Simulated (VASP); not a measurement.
# TiB2 (P6/mmm) in VASP: a series of runs, part 2 of 2

VASP 6.6.1.

### 3 Single point, PBE

This run uses another cell than the first one, of 8.24 Å³/atom.

INCAR reads:

```
  PREC = Accurate
  ENCUT = 520
  EDIFF = 1E-6
  ISMEAR = 1
  SIGMA = 0.05
  LREAL = F
  LASPH = T
  NELM = 60
  ALGO = Normal
  ISIF = 2
  LWAVE = F
  LCHARG = F
  GGA = PE
  NBANDS = 16
```

KPOINTS reads:

```
Automatic mesh
0
Gamma
  9 9 5
```

POSCAR reads:

```
TiB2
1.0
    3.0022030694      0.0000000000      0.0000000000
   -1.5011015347      2.5999841254      0.0000000000
    0.0000000000      0.0000000000      3.1681517852
Ti B
1 2
Direct
    0.0000000000      0.0000000000      0.0000000000
    0.3333333333      0.6666666667      0.5000000894
    0.6666666667      0.3333333333      0.4999999106
```

Potentials or basis: VASP PAW PBE potentials, release 64 (Ti_sv, B).

Run with:

```bash
$ cat potpaw_PBE.64/Ti_sv/POTCAR potpaw_PBE.64/B/POTCAR > POTCAR
$ mpirun -np 1 vasp_std > vasp.out
```

It took 7.2 s on 1 thread of Intel Xeon Platinum 8488C (Sapphire Rapids), shared host; peak memory 0.14 GiB.

Results (log left out):

```
Free energy            : -24.3918 eV
Pressure               : 10.3 GPa
Band gap on the k mesh : zero (bands 9 and 10 overlap by 0.12 eV)
```

Levels at points of the mesh, in eV from the Fermi level:
```tsv
k point	band 7	band 8	band 9	band 10	band 11	band 12
(0.00, 0.00, 0.00)	-2.68	-2.15	-2.10	2.08	2.08	3.96
```

Caveat: the k points lie up to 0.40 Å⁻¹ apart.

### 4 Single point, PBE

This run uses another cell than the first one, of 8.56 Å³/atom.

INCAR reads:

```
SYSTEM = TiB2
ALGO     = Normal         ! electronic algorithm
EDIFF    = 1E-6           ! SCF threshold, eV
ENCUT    = 520            ! plane-wave cutoff, eV
GGA      = PE             ! functional
ISIF     = 2              ! what is computed and relaxed
ISMEAR   = 1              ! smearing method
LASPH    = .TRUE.         ! aspherical terms in the spheres
LCHARG   = .FALSE.        ! write CHGCAR
LREAL    = .FALSE.        ! projectors in reciprocal space
LWAVE    = .FALSE.        ! write WAVECAR
NBANDS   = 16             ! bands
NELM     = 100            ! most SCF steps
PREC     = Accurate       ! precision mode
SIGMA    = 0.05           ! smearing width, eV
```

KPOINTS reads:

```
k-points
0
G
  9 9 5
  0 0 0
```

POSCAR reads:

```
TiB2
1.0
    3.0342600011      0.0000000000      0.0000000000
   -1.5171300005      2.6277462426      0.0000000000
    0.0000000000      0.0000000000      3.2191282087
Ti B
1 2
Direct
    0.0000000000      0.0000000000      0.0000000000
    0.3333333333      0.6666666667      0.5000000293
    0.6666666667      0.3333333333      0.4999999707
```

Run with:

```bash
$ cat potpaw_PBE.64/Ti_sv/POTCAR potpaw_PBE.64/B/POTCAR > POTCAR
$ mpirun -np 1 vasp_std > vasp.out
```

Wall time 7.4 s (1 thread of Intel Xeon Platinum 8488C (Sapphire Rapids), shared host); peak memory 0.14 GiB.

Results (log left out):

| Quantity | Value |
| --- | --- |
| Free energy | -24.4217 eV |
| Pressure | 0.2 GPa |
| Band gap on the k mesh | zero (bands 9 and 10 overlap by 0.04 eV) |

Stress tensor (GPa, compression positive):
```
0.25 0.00 0.00
0.00 0.25 0.00
0.00 0.00 0.12
```

Levels at points of the mesh, in eV from the Fermi level:
```csv
k point,band 6,band 7,band 8,band 9,band 10,band 11,band 12,band 13
"(0.00, 0.00, 0.00)",-2.58,-2.58,-2.23,-2.05,1.94,1.94,3.73,3.73
```

Caveat: the k points lie up to 0.39 Å⁻¹ apart.

### 5 Single point, PBE

This run uses another cell than the first one, of 7.98 Å³/atom.

INCAR reads:

```
SYSTEM = TiB2
PREC     = Accurate       ! precision mode
ENCUT    = 520            ! plane-wave cutoff, eV
EDIFF    = 1E-6           ! SCF threshold, eV
ISMEAR   = 1              ! smearing method
SIGMA    = 0.05           ! smearing width, eV
LREAL    = .FALSE.        ! projectors in reciprocal space
LASPH    = .TRUE.         ! aspherical terms in the spheres
NELM     = 80             ! most SCF steps
ALGO     = Normal         ! electronic algorithm
ISIF     = 2              ! what is computed and relaxed
LWAVE    = .FALSE.        ! write WAVECAR
LCHARG   = .FALSE.        ! write CHGCAR
GGA      = PE             ! functional
NBANDS   = 16             ! bands
```

KPOINTS reads:

```
Automatic mesh
0
G
  9 9 5
  0 0 0
```

POSCAR reads:

```
TiB2
1.0
    2.9737488090      0.0000000000      0.0000000000
   -1.4868744045      2.5753420130      0.0000000000
    0.0000000000      0.0000000000      3.1257594545
Ti B
1 2
Direct
    0.0000000000      0.0000000000      0.0000000000
    0.3333333333      0.6666666667      0.5000166577
    0.6666666667      0.3333333333      0.4999833423
```

Potentials or basis: VASP PAW PBE potentials, release 64 (Ti_sv, B).

Run with:

```bash
$ cat potpaw_PBE.64/Ti_sv/POTCAR potpaw_PBE.64/B/POTCAR > POTCAR
$ mpirun -np 1 vasp_std > vasp.out
```

OUTCAR:

```text
SYSTEM = TiB2
   PREC = Accurate
   ENCUT = 520
   EDIFF = 1E-6
   ISMEAR = 1
   LREAL = .FALSE.
   LASPH = .TRUE.
   NELM = 80
   ISIF = 2
   GGA = PE

 ion  position               nearest neighbor table
   1  0.000  0.000  0.000-   2 2.32   3 2.32   2 2.32   3 2.32   3 2.32   2 2.32   2 2.32   3 2.32
                             3 2.32   2 2.32   2 2.32   3 2.32
   2  0.333  0.667  0.500-   3 1.72   3 1.72   3 1.72   1 2.32   1 2.32   1 2.32   1 2.32   1 2.32
                             1 2.32
   3  0.667  0.333  0.500-   2 1.72   2 1.72   2 1.72   1 2.32   1 2.32   1 2.32   1 2.32   1 2.32
                             1 2.32

[... 656 lines left out ...]
  --------------------------------------------------------------------------------------
  -------------------------------------------------------------------------------------
  Total        3.0276891      3.0276891      3.0197188      0.0000000     -0.0000000      0.0000000
  in kB      202.6409020    202.6409019    202.1074548      0.0000000     -0.0000000      0.0000000
  external PRESSURE =     202.4630862 kB  Pullay stress =       0.0000000 kB

 VOLUME and BASIS-vectors are now :
 -----------------------------------------------------------------------------
  energy-cutoff  :      520.00
  volume of cell :       23.94
      direct lattice vectors                 reciprocal lattice vectors
     2.973748809  0.000000000  0.000000000     0.336275881  0.194148970  0.000000000
    -1.486874404  2.575342013  0.000000000     0.000000000  0.388297941  0.000000000
     0.000000000  0.000000000  3.125759454     0.000000000  0.000000000  0.319922251

 POSITION                                       TOTAL-FORCE (eV/Angst)
 -----------------------------------------------------------------------------------
      0.00000      0.00000      0.00000         0.000000      0.000000      0.000000
     -0.00000      1.71689      1.56293        -0.000000     -0.000000     -0.000669
      1.48687      0.85845      1.56283         0.000000      0.000000      0.000669
 -----------------------------------------------------------------------------------
    total drift:                               -0.000000      0.000000      0.000000

  FREE ENERGIE OF THE ION-ELECTRON SYSTEM (eV)
  ---------------------------------------------------
  free  energy   TOTEN  =       -24.3169265205 eV

  energy  without entropy=      -24.3170598737  energy(sigma->0) =      -24.31697097
```

It took 9 s on 1 thread of Intel Xeon Platinum 8488C (Sapphire Rapids), shared host; peak memory 0.14 GiB.

What came out:

- Free energy: -24.3169 eV
- Pressure: 20.2 GPa
- Band gap on the k mesh: zero (bands 9 and 10 overlap by 0.19 eV)

Levels at points of the mesh, in eV from the Fermi level:
```
           k point  band 6  band 7  band 8  band 9  band 10  band 11  band 12  band 13
(0.00, 0.00, 0.00)   -2.75   -2.75   -2.15   -2.09     2.21     2.21     4.18     4.18
```

Caveat: the k points lie up to 0.40 Å⁻¹ apart.

### 6 The runs side by side

```csv
cell,gap on the mesh (eV),pressure (GPa)
"a = 3.018, b = 3.018, c = 3.192 Å, angles 90.0, 90.0, 120.0°, 3 atoms",none,5.2
"a = 3.002, b = 3.002, c = 3.168 Å, angles 90.0, 90.0, 120.0°, 3 atoms",none,10.3
"a = 3.034, b = 3.034, c = 3.219 Å, angles 90.0, 90.0, 120.0°, 3 atoms",none,0.2
"a = 2.974, b = 2.974, c = 3.126 Å, angles 90.0, 90.0, 120.0°, 3 atoms",none,20.2
```

Alike in all rows: task single point; level PBE; potentials or basis VASP PAW PBE potentials, release 64 (Ti_sv, B); no spin polarisation; k mesh 9 × 9 × 5; cutoff (eV) 520; smearing methfessel-paxton 0.05 eV.

Caveats: all runs use coarse meshes.

Total energies depend on the potentials used, so only differences within one code and one set of settings carry meaning.
